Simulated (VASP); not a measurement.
# Zr (P6_3/mmc) in VASP: further runs

Zr is run at these levels: PBEsol; tasks: single point.

Program: VASP 6.6.1. These are calculated values, not measurements. Logs are shortened: lines on timing, memory, paths and dates and some standing lists are left out, and cuts for length are marked.

## Step 1: The cell of the first run

The structure is hexagonal, space group P6_3/mmc (No. 194). The conventional cell has a = 3.232 Å, b = 3.232 Å, c = 4.993 Å, α = 90.00°, β = 90.00°, γ = 120.00°. Within 4.1 Å of Zr (site symmetry -6m2) lie 12 Zr at 3.12 to 3.23 Å.

## Step 2: Single point, PBEsol (zz strain of -3 %)

File INCAR:

```
SYSTEM = Zr
PREC = Accurate ; ENCUT = 520
EDIFF = 1E-7 ; ISMEAR = -1
SIGMA = 0.08 ; LREAL = .FALSE.
LASPH = .TRUE. ; NELM = 60
ALGO = Normal ; ISIF = 2
LWAVE = .FALSE. ; LCHARG = .FALSE.
GGA = PS ; NBANDS = 19
```

File KPOINTS:

```
Automatic mesh
0
G
  13 13 7
  0 0 0
```

File POSCAR:

```
Zr
1.0
    3.2319982225      0.0000000000      0.0000000000
   -1.6159991112      2.7989925656      0.0000000000
    0.0000000000      0.0000000000      4.9925900000
Zr
2
Direct
    0.3333333333      0.6666666667      0.2500000000
    0.6666666667      0.3333333333      0.7500000000
```

Potentials or basis: VASP PAW PBE potentials, release 64 (Zr_sv).

Started as:

```bash
> cat potpaw_PBE.64/Zr_sv/POTCAR > POTCAR
> mpirun -np 1 vasp_std > vasp.out
```

OUTCAR:

```text
SYSTEM = Zr
   PREC = Accurate
   ENCUT = 520
   EDIFF = 1E-7
   ISMEAR = -1
   LREAL = .FALSE.
   LASPH = .TRUE.
   NELM = 60
   ISIF = 2
   GGA = PS

 ion  position               nearest neighbor table
   1  0.333  0.667  0.250-   2 3.12   2 3.12   2 3.12   2 3.12   2 3.12   2 3.12
   2  0.667  0.333  0.750-   1 3.12   1 3.12   1 3.12   1 3.12   1 3.12   1 3.12

  LATTYP: Found a hexagonal cell.
 ALAT       =     3.2319982225
 C/A-ratio  =     1.5447378545

  Lattice vectors:

 A1 = (   3.2319982225,   0.0000000000,   0.0000000000)
 A2 = (  -1.6159991112,   2.7989925656,   0.0000000000)
 A3 = (   0.0000000000,   0.0000000000,   4.9925900000)

Analysis of symmetry for initial positions (statically):
=====================================================================
 Subroutine PRICEL returns:
 Original cell was already a primitive cell.

 Routine SETGRP: Setting up the symmetry group for a
 hexagonal supercell.

 Subroutine GETGRP returns: Found 24 space group operations
 (whereof 12 operations were pure point group operations)
 out of a pool of 24 trial point group operations.

The static configuration has the point symmetry D_3d.
 The point group associated with its full space group is D_6h.

Analysis of symmetry for dynamics (positions and initial velocities):
=====================================================================
 Subroutine PRICEL returns:
 Original cell was already a primitive cell.

 Routine SETGRP: Setting up the symmetry group for a
 hexagonal supercell.

 Subroutine GETGRP returns: Found 24 space group operations
 (whereof 12 operations were pure point group operations)
 out of a pool of 24 trial point group operations.

The dynamic configuration has the point symmetry D_3d.
 The point group associated with its full space group is D_6h.

 Subroutine INISYM returns: Found 24 space group operations
 (whereof 12 operations are pure point group operations),
 and found     1 'primitive' translations

----------------------------------------------------------------------------------------

                                     Primitive cell

  volume of cell :      45.1647

  direct lattice vectors                    reciprocal lattice vectors
     3.231998223  0.000000000  0.000000000     0.309406111  0.178635701  0.000000000
    -1.615999111  2.798992566  0.000000000     0.000000000  0.357271403  0.000000000
     0.000000000  0.000000000  4.992590000     0.000000000  0.000000000  0.200296840

  length of vectors
     3.231998223  3.231998222  4.992590000     0.357271403  0.357271403  0.200296840

  position of ions in fractional coordinates (direct lattice)
     0.333333333  0.666666667  0.250000000
     0.666666667  0.333333333  0.750000000

  ion indices of the primitive-cell ions
   primitive index   ion index
                 1           1
                 2           2

----------------------------------------------------------------------------------------

 KPOINTS: Automatic mesh

Automatic generation of k-mesh.
 Grid dimensions read from file:
 generate k-points for:   13   13    7

 Generating k-lattice:

  Cartesian coordinates                     Fractional coordinates (reciprocal lattice)
     0.023800470  0.013741208  0.000000000     0.076923077  0.000000000  0.000000000
     0.000000000  0.027482416  0.000000000     0.000000000  0.076923077  0.000000000
     0.000000000  0.000000000  0.028613834     0.000000000  0.000000000  0.142857143

  Length of vectors
     0.027482416  0.027482416  0.028613834

  Shift w.r.t. Gamma in fractional coordinates (k-lattice)
     0.000000000  0.000000000  0.000000000

 Subroutine IBZKPT returns following result:
 ===========================================

 Found     84 irreducible k-points:

 Following reciprocal coordinates:
            Coordinates               Weight
  0.000000  0.000000  0.000000      1.000000
  0.076923  0.000000  0.000000      6.000000
  0.153846 -0.000000  0.000000      6.000000
  0.230769  0.000000  0.000000      6.000000
  0.307692 -0.000000  0.000000      6.000000
  0.384615  0.000000  0.000000      6.000000
[... 16 lines left out ...]
  0.076923  0.000000  0.142857     12.000000
  0.153846 -0.000000  0.142857     12.000000
 [... further k-points ...]
   k-points           NKPTS =     84   k-points in BZ     NKDIM =     84   number of bands    NBANDS=     19
   number of dos      NEDOS =    301   number of ions     NIONS =      2
   total plane-waves  NPLWV =  23040
   dimension x,y,z NGX =    24 NGY =   24 NGZ =   40
   dimension x,y,z NGXF=    48 NGYF=   48 NGZF=   80
   ions per type =               2
   NGX,Y,Z   is equivalent  to a cutoff of  12.35, 12.35, 13.32 a.u.
   NGXF,Y,Z  is equivalent  to a cutoff of  24.69, 24.69, 26.64 a.u.
 SYSTEM =  Zr
   PREC   = accura    normal or accurate (medium, high low for compatibility)
   ISTART =      0    job   : 0-new  1-cont  2-samecut
   ICHARG =      2    charge: 1-file 2-atom 10-const
   ISPIN  =      1    spin polarized calculation?
   LNONCOLLINEAR =      F non collinear calculations
   LSORBIT =      F    spin-orbit coupling
   LASPH  =      T    aspherical Exc in radial PAW
   ENCUT  =  520.0 eV  38.22 Ry    6.18 a.u.   6.01  6.01  9.28*2*pi/ulx,y,z
   NELM   =     60;   NELMIN=  2; NELMDL= -5     # of ELM steps
   EDIFF  = 0.1E-06   stopping-criterion for ELM
   LREAL  =      F    real-space projection
   EDIFFG = 0.1E-05   stopping-criterion for IOM
   NSW    =      0    number of steps for IOM
   IBRION =     -1    ionic relax: 0-MD 1-quasi-New 2-CG
   NFREE  =      0    steps in history (QN), initial steepest desc. (CG)
   ISIF   =      2    stress and relaxation
   ISYM   =      2    0-nonsym 1-usesym 2-fastsym
   POTIM  = 0.5000    time-step for ionic-motion
   TEBEG  =    0.0;   TEEND  =   0.0 temperature during run
   PSTRESS=    0.0 pullay stress
   NELECT =      24.0000    total number of electrons
   NUPDOWN=      -1.0000    fix difference up-down
   EMIN   =  10.00;   EMAX   =-10.00  energy-range for DOS
   EFERMI =   0.00;   METHOD = LEGACY
   ISMEAR =    -1;   SIGMA  =   0.08  broadening in eV -4-tet -1-fermi 0-gaus
   EFERMI_NEDOS =   21; number of points for ismear=-14 and -15
   IALGO  =     38    algorithm
   IMIX   =      4    mixing-type and parameters
     AMIX     =   0.40;   BMIX     =  1.00
     AMIX_MAG =   1.60;   BMIX_MAG =  1.00
  volume/ion in A,a.u.               =      22.58       152.39
  Fermi-wavevector in a.u.,A,eV,Ry     =   1.326007  2.505789 23.923032  1.758293
  Thomas-Fermi vector in A             =   2.455425
   LORBIT       =      0    0 simple, 1 ext, 2 COOP (PROOUT), +10 PAW based schemes
   GGA     = PS    functional components
   LHFCALC =     F    Hartree Fock is set to
   AEXX    =    0.0000 exact exchange contribution
   IVDW    =     0    specifies the selected vdW correction
   LEPSILON=     F    determine dielectric tensor
   LRPA    =     F    only Hartree local field effects (RPA)
 non-spin polarized calculation
  energy-cutoff  :      520.00
  volume of cell :       45.16
 maximum number of plane-waves:      1234
   NGX = 13   NGY = 13   NGZ = 19

 number of electron      24.0000000 magnetization

 Free energy of the ion-electron system (eV)
  ---------------------------------------------------
  ext. energy  EPLUGINS =         0.00000000
  ---------------------------------------------------
  free energy    TOTEN  =       -18.16928523 eV

  energy without entropy =      -18.12542565  energy(sigma->0) =      -18.14735544

 E-fermi :   9.2085     XC(G=0): -11.3414

 val. band max:        9.1948075094   @ k =   0.0769   0.0769   0.0000
 cond. band min:       9.2148344012   @ k =   0.0769   0.0769   0.1429
 fundamental gap:      0.0200268919
 Fermi energy:         9.2084859055

 k-point     1 :       0.0000    0.0000    0.0000
  band No.  band energies     occupation
      1     -39.4807      2.00000
      2     -39.2826      2.00000
      3     -18.1234      2.00000
      4     -17.1624      2.00000
      5     -17.1624      2.00000
      6     -16.9796      2.00000
[... 11 lines left out ...]
     18      11.1696      0.00000
     19      13.7567      0.00000

 k-point     2 :       0.0769    0.0000    0.0000
  band No.  band energies     occupation
      1     -39.4733      2.00000
      2     -39.2803      2.00000
      3     -18.1032      2.00000
      4     -17.2031      2.00000
      5     -17.1767      2.00000
      6     -17.0222      2.00000
[... 11 lines left out ...]
     18      11.0393      0.00000
     19      13.8800      0.00000

 k-point     3 :       0.1538   -0.0000    0.0000
  band No.  band energies     occupation
      1     -39.4525      2.00000
      2     -39.2743      2.00000
      3     -18.0449      2.00000
      4     -17.3158      2.00000
      5     -17.2150      2.00000
      6     -17.1377      2.00000
[... 11 lines left out ...]
     18      11.3733      0.00000
     19      14.1531      0.00000

 k-point     4 :       0.2308    0.0000    0.0000
  band No.  band energies     occupation
      1     -39.4218      2.00000
      2     -39.2670      2.00000
      3     -17.9550      2.00000
      4     -17.4749      2.00000
      5     -17.2935      2.00000
      6     -17.2663      2.00000
[... 11 lines left out ...]
     18      12.0361      0.00000
     19      14.4319      0.00000

 k-point     5 :       0.3077   -0.0000    0.0000
  band No.  band energies     occupation
      1     -39.3867      2.00000
      2     -39.2616      2.00000
      3     -17.8446      2.00000
      4     -17.6434      2.00000
      5     -17.4513      2.00000
      6     -17.3184      2.00000
[... 11 lines left out ...]
     18      12.8673      0.00000
     19      14.6444      0.00000

 k-point     6 :       0.3846    0.0000    0.0000
  band No.  band energies     occupation
      1     -39.3538      2.00000
      2     -39.2607      2.00000
      3     -17.7822      2.00000
      4     -17.7311      2.00000
      5     -17.5770      2.00000
      6     -17.3601      2.00000
[... 11 lines left out ...]
     18      13.7452      0.00000
     19      14.7763      0.00000

 k-point     7 :       0.4615   -0.0000    0.0000
  band No.  band energies     occupation
      1     -39.3320      2.00000
      2     -39.2633      2.00000
      3     -17.8601      2.00000
      4     -17.6474      2.00000
      5     -17.6462      2.00000
      6     -17.3832      2.00000
[... 11 lines left out ...]
     18      14.8371      0.00000
     19      15.0056      0.00000

 k-point     8 :       0.0769    0.0769    0.0000
  band No.  band energies     occupation
      1     -39.4592      2.00000
      2     -39.2761      2.00000
      3     -18.0640      2.00000
      4     -17.2720      2.00000
      5     -17.2170      2.00000
      6     -17.0898      2.00000
[... 256 lines left out ...]
 k-point    20 :       0.3846    0.2308    0.0000
  band No.  band energies     occupation
      1     -39.3046      2.00000
      2     -39.2721      2.00000
      3     -17.7848      2.00000
      4     -17.5769      2.00000
      5     -17.5309      2.00000
      6     -17.5303      2.00000
[... 11 lines left out ...]
     18      14.4364      0.00000
     19      15.6094      0.00000

 k-point    21 :       0.3077    0.3077    0.0000
  band No.  band energies     occupation
      1     -39.2962      2.00000
      2     -39.2770      2.00000
      3     -17.7564      2.00000
      4     -17.5859      2.00000
      5     -17.5308      2.00000
      6     -17.4892      2.00000
[... 11 lines left out ...]
     18      14.3784      0.00000
     19      15.6349      0.00000

 k-point    22 :       0.0000    0.0000    0.1429
  band No.  band energies     occupation
      1     -39.4711      2.00000
      2     -39.2926      2.00000
      3     -18.0687      2.00000
      4     -17.1535      2.00000
      5     -17.1535      2.00000
      6     -17.0004      2.00000
[... 11 lines left out ...]
     18      11.4902      0.00000
     19      13.8428      0.00000

 k-point    23 :       0.0769    0.0000    0.1429
  band No.  band energies     occupation
      1     -39.4639      2.00000
      2     -39.2901      2.00000
      3     -18.0514      2.00000
      4     -17.1926      2.00000
      5     -17.1673      2.00000
      6     -17.0616      2.00000
[... 11 lines left out ...]
     18      11.4727      0.00000
     19      13.9428      0.00000

 k-point    24 :       0.1538   -0.0000    0.1429
  band No.  band energies     occupation
      1     -39.4438      2.00000
      2     -39.2833      2.00000
      3     -18.0023      2.00000
      4     -17.3008      2.00000
      5     -17.2044      2.00000
      6     -17.1835      2.00000
[... 11 lines left out ...]
     18      11.6320      0.00000
     19      14.1599      0.00000

 [... further k-points ...]

------------------------ aborting loop because EDIFF is reached ----------------------------------------

  FORCE on cell =-STRESS in cart. coord.  units (eV):
  Direction    XX          YY          ZZ          XY          YZ          ZX
  --------------------------------------------------------------------------------------
  -------------------------------------------------------------------------------------
  Total       -0.4048475     -0.4048475      0.6457730     -0.0000000      0.0000000      0.0000000
  in kB      -14.3616135    -14.3616135     22.9082396     -0.0000000      0.0000000      0.0000000
  external PRESSURE =      -1.9383291 kB  Pullay stress =       0.0000000 kB

 VOLUME and BASIS-vectors are now :
 -----------------------------------------------------------------------------
  energy-cutoff  :      520.00
  volume of cell :       45.16
      direct lattice vectors                 reciprocal lattice vectors
     3.231998223  0.000000000  0.000000000     0.309406111  0.178635701  0.000000000
    -1.615999111  2.798992566  0.000000000     0.000000000  0.357271403  0.000000000
     0.000000000  0.000000000  4.992590000     0.000000000  0.000000000  0.200296840

 POSITION                                       TOTAL-FORCE (eV/Angst)
 -----------------------------------------------------------------------------------
     -0.00000      1.86600      1.24815        -0.000000      0.000000      0.000000
      1.61600      0.93300      3.74444         0.000000     -0.000000      0.000000
 -----------------------------------------------------------------------------------
    total drift:                                0.000000     -0.000000      0.000000

  FREE ENERGIE OF THE ION-ELECTRON SYSTEM (eV)
  ---------------------------------------------------
  free  energy   TOTEN  =       -18.1692852258 eV

  energy  without entropy=      -18.1254256514  energy(sigma->0) =      -18.14735544
```

Wall time 89 s (1 thread of Intel Xeon 8259CL, shared host); peak memory 0.19 GiB.

What came out:

| Quantity | Value |
| --- | --- |
| Free energy | -18.1693 eV |
| Pressure | -0.2 GPa |
| Band gap on the k mesh | zero (bands 12 and 13 overlap by 1.16 eV) |

Stress tensor (GPa, compression positive):
```
-1.44  0.00  0.00
 0.00 -1.44  0.00
 0.00  0.00  2.29
```

Caveat: the cell differs from its parent crystal (zz strain of -3 %); the PAW data sets were made with another functional, which shifts forces and pressure a little.

## Step 3: Single point, PBEsol (zz strain of -2 %)

File INCAR:

```
SYSTEM = Zr
PREC = Accurate ; ENCUT = 520
EDIFF = 1E-6 ; ISMEAR = -1
SIGMA = 0.08 ; LREAL = .False.
LASPH = .True. ; NELM = 100
ALGO = Normal ; ISIF = 2
LWAVE = .False. ; LCHARG = .False.
GGA = PS ; NBANDS = 19
```

File KPOINTS:

```
regular mesh
0
Gamma
  13 13 7
  0 0 0
```

Edit POSCAR of step 2 so:

```diff
@@ -4,3 +4,3 @@
    -1.6159991112      2.7989925656      0.0000000000
-    0.0000000000      0.0000000000      4.9925900000
+    0.0000000000      0.0000000000      5.0440600000
 Zr
```

Potentials or basis: VASP PAW PBE potentials, release 64 (Zr_sv).

Started as:

```bash
> cat potpaw_PBE.64/Zr_sv/POTCAR > POTCAR
> mpirun -np 1 vasp_std > vasp.out
```

Run time: 74 s. Hardware: 1 thread of Intel Xeon 8259CL, shared host; peak memory 0.2 GiB.

The run converged. Its results:

- Free energy: -18.1735 eV
- Pressure: -1.3 GPa
- Band gap on the k mesh: zero (bands 12 and 13 overlap by 1.19 eV)

Stress tensor (GPa, compression positive):
```
-2.14  0.00  0.00
 0.00 -2.14  0.00
 0.00  0.00  0.51
```

Levels at points of the mesh, in eV from the Fermi level:
```tsv
k point	band 10	band 11	band 12	band 13	band 14	band 15
(0.00, 0.00, 0.00)	-3.09	0.82	0.82	1.20	1.44	1.59
```

Caveat: the cell differs from its parent crystal (zz strain of -2 %); the PAW data sets were made with another functional, which shifts forces and pressure a little.

## Step 4: Single point, PBEsol (22.82 Å³/atom)

This run uses another cell than the first one, of 22.82 Å³/atom.

File INCAR:

```
  ALGO = Normal
  EDIFF = 1E-6
  ENCUT = 520
  GGA = PS
  ISIF = 2
  ISMEAR = -1
  LASPH = True
  LCHARG = False
  LREAL = False
  LWAVE = False
  NBANDS = 19
  NELM = 100
  PREC = Accurate
  SIGMA = 0.08
```

File KPOINTS:

```
k-points
0
Gamma
  13 13 7
```

File POSCAR:

```
Zr
1.0
    3.2103063057      0.0000000000      0.0000000000
   -1.6051531528      2.7802068146      0.0000000000
    0.0000000000      0.0000000000      5.1124553350
Zr
2
Direct
    0.3333333333      0.6666666667      0.2500000000
    0.6666666667      0.3333333333      0.7500000000
```

Started as:

```bash
> cat potpaw_PBE.64/Zr_sv/POTCAR > POTCAR
> mpirun -np 1 vasp_std > vasp.out
```

It took 79 s on 1 thread of Intel Xeon 8259CL, shared host; peak memory 0.19 GiB.

Results (log left out):

* Free energy: -18.1802 eV
* Pressure: -1.4 GPa
* Band gap on the k mesh: zero (bands 12 and 13 overlap by 1.12 eV)

Stress tensor (GPa, compression positive):
```
-1.65  0.00  0.00
 0.00 -1.65  0.00
 0.00  0.00 -0.83
```

Levels at points of the mesh, in eV from the Fermi level:
| k point | band 10 | band 11 | band 12 | band 13 | band 14 | band 15 |
| --- | --- | --- | --- | --- | --- | --- |
| (0.00, 0.00, 0.00) | -3.09 | 0.87 | 0.87 | 1.03 | 1.27 | 1.58 |

Caveat: the PAW data sets were made with another functional, which shifts forces and pressure a little.

## Step 5: Single point, PBEsol (22.70 Å³/atom)

This run uses another cell than the first one, of 22.70 Å³/atom.

File INCAR:

```
  PREC = Accurate
  ENCUT = 520
  EDIFF = 1E-6
  ISMEAR = -1
  SIGMA = 0.08
  LREAL = F
  LASPH = T
  NELM = 60
  ALGO = Normal
  ISIF = 2
  LWAVE = F
  LCHARG = F
  GGA = PS
  NBANDS = 19
```

File KPOINTS:

```
Automatic mesh
0
Gamma
  13 13 7
```

File POSCAR:

```
Zr
1.0
    3.2048372894      0.0000000000      0.0000000000
   -1.6024186447      2.7754705076      0.0000000000
    0.0000000000      0.0000000000      5.1037458542
Zr
2
Direct
    0.3333333333      0.6666666667      0.2500000000
    0.6666666667      0.3333333333      0.7500000000
```

Started as:

```bash
> cat potpaw_PBE.64/Zr_sv/POTCAR > POTCAR
> mpirun -np 1 vasp_std > vasp.out
```

Run time: 77 s. Hardware: 1 thread of Intel Xeon 8259CL, shared host; peak memory 0.2 GiB.

The run converged. Its results:

```yaml
Free_energy: -18.1817 eV
Pressure: -0.9 GPa
Band_gap_on_the_k_mesh: zero (bands 12 and 13 overlap by 1.13 eV)
```

Stress tensor (GPa, compression positive):
```
-1.17  0.00  0.00
 0.00 -1.17  0.00
 0.00  0.00 -0.31
```

Levels at points of the mesh, in eV from the Fermi level:
| k point | band 9 | band 10 | band 11 | band 12 | band 13 | band 14 | band 15 | band 16 |
| --- | --- | --- | --- | --- | --- | --- | --- | --- |
| (0.00, 0.00, 0.00) | -5.71 | -3.10 | 0.87 | 0.87 | 1.03 | 1.30 | 1.59 | 1.59 |

Caveat: the PAW data sets were made with another functional, which shifts forces and pressure a little.

## Step 6: Summary

```tsv
cell	gap on the mesh (eV)	pressure (GPa)
a = 3.232, b = 3.232, c = 4.993 Å, angles 90.0, 90.0, 120.0°, 2 atoms	none	-0.2
a = 3.232, b = 3.232, c = 5.044 Å, angles 90.0, 90.0, 120.0°, 2 atoms	none	-1.3
a = 3.210, b = 3.210, c = 5.112 Å, angles 90.0, 90.0, 120.0°, 2 atoms	none	-1.4
a = 3.205, b = 3.205, c = 5.104 Å, angles 90.0, 90.0, 120.0°, 2 atoms	none	-0.9
```

Alike in all rows: task single point; level PBEsol; potentials or basis VASP PAW PBE potentials, release 64 (Zr_sv); no spin polarisation; k mesh 13 × 13 × 7; cutoff (eV) 520; smearing fermi-dirac 0.08 eV.

Caveats: the PAW data sets were made with another functional, which shifts forces and pressure a little.

Absolute energies hang on the potentials; compare differences alone.
